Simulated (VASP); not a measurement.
# Rh (P6_3/mmc) in VASP: a series of runs

Runs on Rh. Level: LDA. Tasks: single point.

All numbers are computed with VASP 6.6.1; they aren't measurements. Logs are shortened: lines on timing, memory, paths and dates and some standing lists are left out, and cuts for length are marked.

## Step 1: The cell of the first run

The structure is hexagonal, space group P6_3/mmc (No. 194). The conventional cell has a = 2.723 Å, b = 2.723 Å, c = 4.384 Å, α = 90.00°, β = 90.00°, γ = 120.00°. Rh (site symmetry -6m2) has 12 Rh at 2.70 to 2.72 Å within 3.6 Å.

This isn't the form of Rh at room conditions, which is fcc.

## Step 2: Single point, LDA, collinear spin, ferromagnetic start (14.07 Å³/atom)

INCAR reads:

```
PREC = Accurate ; ENCUT = 520
EDIFF = 1E-6 ; ISMEAR = 0
SIGMA = 0.15 ; LREAL = F
LASPH = T ; NELM = 150
ALGO = Fast ; ISIF = 2
LWAVE = F ; LCHARG = F
ISPIN = 2 ; MAGMOM = 0.375 0.375
LORBIT = 11 ; NUPDOWN = 0.75
LMAXMIX = 4 ; NBANDS = 26
```

KPOINTS reads:

```
Automatic mesh
0
Gamma
  21 21 12
```

POSCAR reads:

```
Rh
1.0
    2.7225525176      0.0000000000      0.0000000000
   -1.3612762588      2.3577996434      0.0000000000
    0.0000000000      0.0000000000      4.3837010501
Rh
2
Direct
    0.6666666667      0.3333333333      0.7500000000
    0.3333333333      0.6666666667      0.2500000000
```

Potentials or basis: VASP PAW LDA potentials, release 64 (Rh_pv).

The run is started by

```sh
$ cat potpaw_LDA.64/Rh_pv/POTCAR > POTCAR
$ mpirun -np 1 vasp_std > vasp.out
```

OUTCAR:

```text
PREC = Accurate
   ENCUT = 520
   EDIFF = 1E-6
   ISMEAR = 0
   LREAL = F
   LASPH = T
   NELM = 150
   ISIF = 2
   ISPIN = 2
   LORBIT = 11
   NUPDOWN = 0.75

 ion  position               nearest neighbor table
   1  0.667  0.333  0.750-   2 2.70   2 2.70   2 2.70   2 2.70   2 2.70   2 2.70
   2  0.333  0.667  0.250-   1 2.70   1 2.70   1 2.70   1 2.70   1 2.70   1 2.70

  LATTYP: Found a hexagonal cell.
 ALAT       =     2.7225525176
 C/A-ratio  =     1.6101437977

  Lattice vectors:

 A1 = (   2.7225525176,   0.0000000000,   0.0000000000)
 A2 = (  -1.3612762588,   2.3577996434,   0.0000000000)
 A3 = (   0.0000000000,   0.0000000000,   4.3837010501)

Analysis of symmetry for initial positions (statically):
=====================================================================
 Subroutine PRICEL returns:
 Original cell was already a primitive cell.

 Routine SETGRP: Setting up the symmetry group for a
 hexagonal supercell.

 Subroutine GETGRP returns: Found 24 space group operations
 (whereof 12 operations were pure point group operations)
 out of a pool of 24 trial point group operations.

The static configuration has the point symmetry D_3d.
 The point group associated with its full space group is D_6h.

Analysis of symmetry for dynamics (positions and initial velocities):
=====================================================================
 Subroutine PRICEL returns:
 Original cell was already a primitive cell.

 Routine SETGRP: Setting up the symmetry group for a
 hexagonal supercell.

 Subroutine GETGRP returns: Found 24 space group operations
 (whereof 12 operations were pure point group operations)
 out of a pool of 24 trial point group operations.

The dynamic configuration has the point symmetry D_3d.
 The point group associated with its full space group is D_6h.

Analysis of structural, dynamic, and magnetic symmetry:
=====================================================================
 Subroutine PRICEL returns:
 Original cell was already a primitive cell.

 Routine SETGRP: Setting up the symmetry group for a
 hexagonal supercell.

 Subroutine GETGRP returns: Found 24 space group operations
 (whereof 12 operations were pure point group operations)
 out of a pool of 24 trial point group operations.

The overall configuration has the point symmetry D_3d.
 The point group associated with its full space group is D_6h.

 Subroutine INISYM returns: Found 24 space group operations
[... 117 lines left out ...]
     AMIX_MAG =   1.60;   BMIX_MAG =  1.00
  volume/ion in A,a.u.               =      14.07        94.95
  Fermi-wavevector in a.u.,A,eV,Ry     =   1.672402  3.160381 38.054500  2.796927
  Thomas-Fermi vector in A             =   2.757555
   LORBIT       =     11    0 simple, 1 ext, 2 COOP (PROOUT), +10 PAW based schemes
   GGA     = CA    functional components
   LHFCALC =     F    Hartree Fock is set to
   AEXX    =    0.0000 exact exchange contribution
   IVDW    =     0    specifies the selected vdW correction
   LEPSILON=     F    determine dielectric tensor
   LRPA    =     F    only Hartree local field effects (RPA)
 spin polarized calculation
 RMM-DIIS sequential band-by-band and
 Gauss-broadening in eV      SIGMA  =   0.15
  energy-cutoff  :      520.00
  volume of cell :       28.14
 maximum number of plane-waves:       780
   NGX = 11   NGY = 11   NGZ = 17

 number of electron      30.0000011 magnetization       0.7500000

 Free energy of the ion-electron system (eV)
  ---------------------------------------------------
  ext. energy  EPLUGINS =         0.00000000
  ---------------------------------------------------
  free energy    TOTEN  =       -17.19135559 eV

  energy without entropy =      -17.15140485  energy(sigma->0) =      -17.17138022

 E-fermi :  11.2622     XC(G=0): -14.2026

 val. band max:       11.4590674706   @ k =   0.3333   0.0952   0.1667
 cond. band min:      11.2636484746   @ k =   0.1905   0.0476   0.4167
 fundamental gap:     -0.1954189960
 Fermi energy:        11.4600761625

 spin component 1

 k-point     1 :       0.0000    0.0000    0.0000
  band No.  band energies     occupation
      1     -35.6683      1.00000
      2     -35.0479      1.00000
      3     -35.0479      1.00000
      4     -34.9577      1.00000
      5     -34.9445      1.00000
      6     -34.9445      1.00000
[... 685 lines left out ...]
     25      32.8841      0.00000
     26      33.7820      0.00000

 [... further k-points ...]

 spin component 2

 k-point     1 :       0.0000    0.0000    0.0000
  band No.  band energies     occupation
      1     -35.3926      1.00000
      2     -34.7782      1.00000
      3     -34.7782      1.00000
      4     -34.6764      1.00000
      5     -34.6742      1.00000
      6     -34.6742      1.00000
[... 685 lines left out ...]
     25      32.1950      0.00000
     26      33.0412      0.00000

 [... further k-points ...]

------------------------ aborting loop because EDIFF is reached ----------------------------------------

  FORCE on cell =-STRESS in cart. coord.  units (eV):
  Direction    XX          YY          ZZ          XY          YZ          ZX
  --------------------------------------------------------------------------------------
  -------------------------------------------------------------------------------------
  Total       -2.4828177     -2.4828177     -2.5272960      0.0000000     -0.0000000     -0.0000000
  in kB     -141.3615577   -141.3615577   -143.8939720      0.0000000     -0.0000000     -0.0000000
  external PRESSURE =    -142.2056958 kB  Pullay stress =       0.0000000 kB

 VOLUME and BASIS-vectors are now :
 -----------------------------------------------------------------------------
  energy-cutoff  :      520.00
  volume of cell :       28.14
      direct lattice vectors                 reciprocal lattice vectors
     2.722552518  0.000000000  0.000000000     0.367302373  0.212062124  0.000000000
    -1.361276259  2.357799643  0.000000000     0.000000000  0.424124248  0.000000000
     0.000000000  0.000000000  4.383701050     0.000000000  0.000000000  0.228117745

 POSITION                                       TOTAL-FORCE (eV/Angst)
 -----------------------------------------------------------------------------------
      1.36128      0.78593      3.28778        -0.000000      0.000000      0.000000
     -0.00000      1.57187      1.09593         0.000000     -0.000000      0.000000
 -----------------------------------------------------------------------------------
    total drift:                               -0.000000      0.000000     -0.000000

  FREE ENERGIE OF THE ION-ELECTRON SYSTEM (eV)
  ---------------------------------------------------
  free  energy   TOTEN  =       -17.1913555916 eV

  energy  without entropy=      -17.1514048491  energy(sigma->0) =      -17.17138022

 total charge

# of ion       s       p       d       tot
------------------------------------------
    1        0.403   6.289   7.054  13.746
    2        0.403   6.289   7.054  13.746
--------------------------------------------------
tot          0.806  12.579  14.107  27.492

 magnetization (x)

# of ion       s       p       d       tot
------------------------------------------
    1        0.000   0.000   0.369   0.370
    2        0.000   0.000   0.369   0.370
--------------------------------------------------
tot          0.000   0.001   0.738   0.739
```

OSZICAR:

```text
N       E                     dE             d eps       ncg     rms          rms(c)
DAV:   1     0.334500561268E+03    0.33450E+03   -0.17796E+04 35120   0.131E+03
DAV:   2    -0.945851443914E+01   -0.34396E+03   -0.32912E+03 36020   0.422E+02
DAV:   3    -0.182482023804E+02   -0.87897E+01   -0.87115E+01 39820   0.749E+01
DAV:   4    -0.183047516040E+02   -0.56549E-01   -0.56529E-01 39396   0.601E+00
DAV:   5    -0.183055099169E+02   -0.75831E-03   -0.75802E-03 42594   0.722E-01    0.145E+01
RMM:   6    -0.172328080035E+02    0.10727E+01   -0.18701E+00 38120   0.995E+00    0.489E+00
RMM:   7    -0.171995100716E+02    0.33298E-01   -0.54470E-02 38223   0.181E+00    0.224E+00
RMM:   8    -0.171899209200E+02    0.95892E-02   -0.11733E-02 40847   0.940E-01    0.609E-01
RMM:   9    -0.171913634602E+02   -0.14425E-02   -0.94067E-04 44752   0.264E-01    0.839E-02
RMM:  10    -0.171913478182E+02    0.15642E-04   -0.20013E-04 46192   0.119E-01    0.128E-02
RMM:  11    -0.171913536387E+02   -0.58205E-05   -0.45641E-05 46752   0.542E-02    0.620E-03
RMM:  12    -0.171913555256E+02   -0.18869E-05   -0.54228E-06 39667   0.153E-02    0.314E-03
RMM:  13    -0.171913555916E+02   -0.66094E-07   -0.11196E-06 31684   0.798E-03
   1 F= -.17191356E+02 E0= -.17171380E+02  d E =-.399507E-01  mag=     0.7500
```

It took 2.8 min on 1 thread of Intel Xeon 6975P-C (Granite Rapids), shared host; peak memory 0.39 GiB.

Results:

| Item | Value |
| --- | --- |
| Free energy | -17.1914 eV |
| Pressure | -14.2 GPa |
| Net moment | 0.75 μB per cell |
| Site moments | Rh +0.37 μB |
| Valence electrons inside the program's atomic spheres | Rh 13.75 |

Caveat: the cell stands under tension; the total moment is fixed, so each spin has its own Fermi level.

## Step 3: Single point, LDA, collinear spin, ferromagnetic start (11.68 Å³/atom)

This run uses another cell than the first one, of 11.68 Å³/atom.

INCAR reads:

```
SYSTEM = Rh
PREC = Accurate
ENCUT = 520
EDIFF = 1E-6
ISMEAR = 0
SIGMA = 0.15
LREAL = .FALSE.
LASPH = .TRUE.
NELM = 150
ALGO = Normal
ISIF = 2
LWAVE = .FALSE.
LCHARG = .FALSE.
ISPIN = 2
MAGMOM = 0.25 0.25
LORBIT = 11
NUPDOWN = 0.5
LMAXMIX = 4
NBANDS = 26
```

KPOINTS reads:

```
Automatic mesh
0
G
  21 21 12
  0 0 0
```

POSCAR reads:

```
Rh
1.0
    2.5588111912      0.0000000000      0.0000000000
   -1.2794055956      2.2159954951      0.0000000000
    0.0000000000      0.0000000000      4.1200539690
Rh
2
Direct
    0.6666666667      0.3333333333      0.7500000000
    0.3333333333      0.6666666667      0.2500000000
```

Potentials or basis: VASP PAW LDA potentials, release 64 (Rh_pv).

The run is started by

```sh
$ cat potpaw_LDA.64/Rh_pv/POTCAR > POTCAR
$ mpirun -np 1 vasp_std > vasp.out
```

It took 4.2 min on 1 thread of Intel Xeon Platinum 8559C (Emerald Rapids), shared host; peak memory 0.34 GiB.

It converged, with:

```yaml
Free_energy: -16.7594 eV
Pressure: 57.6 GPa
Net_moment: 0.50 μB per cell
Site_moments: Rh +0.24 μB
Valence_electrons_inside_the_program's_atomic_spheres: Rh 14.15
```

Stress tensor (GPa, compression positive):
```
56.82  0.00  0.00
 0.00 56.82  0.00
 0.00  0.00 59.26
```

Caveat: the cell stands under pressure; the total moment is fixed, so each spin has its own Fermi level.

## Step 4: Single point, LDA, collinear spin, ferromagnetic start (14.87 Å³/atom)

This run uses another cell than the first one, of 14.87 Å³/atom.

INCAR reads:

```
SYSTEM = Rh
PREC     = Accurate       ! precision mode
ENCUT    = 520            ! plane-wave cutoff, eV
EDIFF    = 1E-6           ! SCF threshold, eV
ISMEAR   = 0              ! smearing method
SIGMA    = 0.15           ! smearing width, eV
LREAL    = .False.        ! projectors in reciprocal space
LASPH    = .True.         ! aspherical terms in the spheres
NELM     = 150            ! most SCF steps
ALGO     = Normal         ! electronic algorithm
ISIF     = 2              ! what is computed and relaxed
LWAVE    = .False.        ! write WAVECAR
LCHARG   = .False.        ! write CHGCAR
ISPIN    = 2              ! spin polarisation
MAGMOM   = 0.625 0.625    ! initial moments
LORBIT   = 11             ! projections on sites
NUPDOWN  = 1.25           ! fixed moment
LMAXMIX  = 4              ! l up to which the mixer works
NBANDS   = 26             ! bands
```

KPOINTS reads:

```
Automatic mesh
0
Gamma
  21 21 12
  0 0 0
```

POSCAR reads:

```
Rh
1.0
    2.7730179489      0.0000000000      0.0000000000
   -1.3865089744      2.4015039889      0.0000000000
    0.0000000000      0.0000000000      4.4649576513
Rh
2
Direct
    0.6666666667      0.3333333333      0.7500000000
    0.3333333333      0.6666666667      0.2500000000
```

The run is started by

```sh
$ cat potpaw_LDA.64/Rh_pv/POTCAR > POTCAR
$ mpirun -np 1 vasp_std > vasp.out
```

Wall time 2.3 min (1 thread of Intel Xeon 6975P-C (Granite Rapids), shared host); peak memory 0.41 GiB.

Results (log left out):

* Free energy: -16.9398 eV
* Pressure: -24.0 GPa
* Net moment: 1.25 μB per cell
* Site moments: Rh +0.62 μB
* Valence electrons inside the program's atomic spheres: Rh 13.66

Stress tensor (GPa, compression positive):
```
-23.76   0.00   0.00
  0.00 -23.76   0.00
  0.00   0.00 -24.51
```

Caveat: the cell stands under tension; the total moment is fixed, so each spin has its own Fermi level.

## Step 5: Single point, LDA, collinear spin, ferromagnetic start (14.07 Å³/atom)

INCAR reads:

```
SYSTEM = Rh
PREC = Accurate
ENCUT = 520
EDIFF = 1E-7
ISMEAR = 0
SIGMA = 0.15
LREAL = .False.
LASPH = .True.
NELM = 150
ALGO = Fast
ISIF = 2
LWAVE = .False.
LCHARG = .False.
ISPIN = 2
MAGMOM = 1 1
LORBIT = 11
NUPDOWN = 2.0
LMAXMIX = 4
NBANDS = 26
```

KPOINTS reads:

```
regular mesh
0
Gamma
  21 21 12
  0 0 0
```

POSCAR reads:

```
Rh
1.0
    2.7225525176      0.0000000000      0.0000000000
   -1.3612762588      2.3577996434      0.0000000000
    0.0000000000      0.0000000000      4.3837010501
Rh
2
Direct
    0.6666666667      0.3333333333      0.7500000000
    0.3333333333      0.6666666667      0.2500000000
```

The run is started by

```sh
$ cat potpaw_LDA.64/Rh_pv/POTCAR > POTCAR
$ mpirun -np 1 vasp_std > vasp.out
```

Wall time 4.7 min (1 thread of Intel Xeon Platinum 8488C (Sapphire Rapids), shared host); peak memory 0.39 GiB.

The run converged. Its results:

* Free energy: -16.9475 eV
* Pressure: -9.1 GPa
* Net moment: 2.00 μB per cell
* Site moments: Rh +0.98 μB
* Valence electrons inside the program's atomic spheres: Rh 13.75

Caveat: the cell stands under tension; the total moment is fixed, so each spin has its own Fermi level.

## Step 6: Single point, LDA, collinear spin, ferromagnetic start (14.87 Å³/atom)

This run uses another cell than the first one, of 14.87 Å³/atom.

INCAR reads:

```
ALGO = Normal
EDIFF = 1E-6
ENCUT = 520
GGA = CA
ISIF = 2
ISMEAR = 0
ISPIN = 2
LASPH = True
LCHARG = False
LMAXMIX = 4
LORBIT = 11
LREAL = False
LWAVE = False
MAGMOM = 0.5 0.5
NBANDS = 26
NELM = 150
NUPDOWN = 1.0
PREC = Accurate
SIGMA = 0.15
```

KPOINTS reads:

```
k-points
0
Gamma
  21 21 12
```

POSCAR reads:

```
Rh
1.0
    2.7730179489      0.0000000000      0.0000000000
   -1.3865089744      2.4015039889      0.0000000000
    0.0000000000      0.0000000000      4.4649576513
Rh
2
Direct
    0.6666666667      0.3333333333      0.7500000000
    0.3333333333      0.6666666667      0.2500000000
```

Potentials or basis: VASP PAW LDA potentials, release 64 (Rh_pv).

The run is started by

```sh
$ cat potpaw_LDA.64/Rh_pv/POTCAR > POTCAR
$ mpirun -np 1 vasp_std > vasp.out
```

Run time: 4.1 min. Hardware: 1 thread of Intel Xeon Platinum 8488C (Sapphire Rapids), shared host; peak memory 0.41 GiB.

The run converged. Its results:

| Item | Value |
| --- | --- |
| Free energy | -16.9697 eV |
| Pressure | -24.7 GPa |
| Net moment | 1.00 μB per cell |
| Site moments | Rh +0.49 μB |
| Valence electrons inside the program's atomic spheres | Rh 13.66 |

Stress tensor (GPa, compression positive):
```
-24.49   0.00   0.00
  0.00 -24.49   0.00
  0.00   0.00 -25.20
```

Caveat: the cell stands under tension; the total moment is fixed, so each spin has its own Fermi level.

## Step 7: Single point, LDA, collinear spin, ferromagnetic start (11.68 Å³/atom)

This run uses another cell than the first one, of 11.68 Å³/atom.

INCAR reads:

```
SYSTEM = Rh
PREC = Accurate
ENCUT = 520
EDIFF = 1E-7
ISMEAR = 0
SIGMA = 0.15
LREAL = .False.
LASPH = .True.
NELM = 150
ALGO = Fast
ISIF = 2
LWAVE = .False.
LCHARG = .False.
ISPIN = 2
MAGMOM = 0.625 0.625
LORBIT = 11
NUPDOWN = 1.25
LMAXMIX = 4
NBANDS = 26
```

KPOINTS reads:

```
Automatic mesh
0
Gamma
  21 21 12
  0 0 0
```

POSCAR reads:

```
Rh
1.0
    2.5588111912      0.0000000000      0.0000000000
   -1.2794055956      2.2159954951      0.0000000000
    0.0000000000      0.0000000000      4.1200539690
Rh
2
Direct
    0.6666666667      0.3333333333      0.7500000000
    0.3333333333      0.6666666667      0.2500000000
```

The run is started by

```sh
$ cat potpaw_LDA.64/Rh_pv/POTCAR > POTCAR
$ mpirun -np 1 vasp_std > vasp.out
```

It took 5.2 min on 1 thread of Intel Xeon Platinum 8259CL at 2.50GHz (Skylake/Cascade Lake), shared host; peak memory 0.35 GiB.

It converged, with:

```
Free energy                                           : -16.6004 eV
Pressure                                              : 60.6 GPa
Net moment                                            : 1.25 μB per cell
Site moments                                          : Rh +0.61 μB
Valence electrons inside the program's atomic spheres : Rh 14.16
```

Stress tensor (GPa, compression positive):
```
59.90  0.00  0.00
 0.00 59.90  0.00
 0.00  0.00 62.12
```

Caveat: the cell stands under pressure; the total moment is fixed, so each spin has its own Fermi level.

## Step 8: Summary

```csv
fixed moment (μB),cell,pressure (GPa),moment (μB)
0.75,"a = 2.723, b = 2.723, c = 4.384 Å, angles 90.0, 90.0, 120.0°, 2 atoms",-14.2,0.75
0.5,"a = 2.559, b = 2.559, c = 4.120 Å, angles 90.0, 90.0, 120.0°, 2 atoms",57.6,0.50
1.25,"a = 2.773, b = 2.773, c = 4.465 Å, angles 90.0, 90.0, 120.0°, 2 atoms",-24.0,1.25
2.0,"a = 2.723, b = 2.723, c = 4.384 Å, angles 90.0, 90.0, 120.0°, 2 atoms",-9.1,2.00
1.0,"a = 2.773, b = 2.773, c = 4.465 Å, angles 90.0, 90.0, 120.0°, 2 atoms",-24.7,1.00
1.25,"a = 2.559, b = 2.559, c = 4.120 Å, angles 90.0, 90.0, 120.0°, 2 atoms",60.6,1.25
```

Alike in all rows: task single point; level LDA; potentials or basis VASP PAW LDA potentials, release 64 (Rh_pv); spin collinear, ferromagnetic start; k mesh 21 × 21 × 12; cutoff (eV) 520; smearing gaussian 0.15 eV.

Caveats: the total moment is fixed, so each spin has its own Fermi level; the cell stands under tension (at least some runs); the cell stands under pressure (at least some runs).

Total energies depend on the potentials used, so only differences within one code and one set of settings carry meaning.
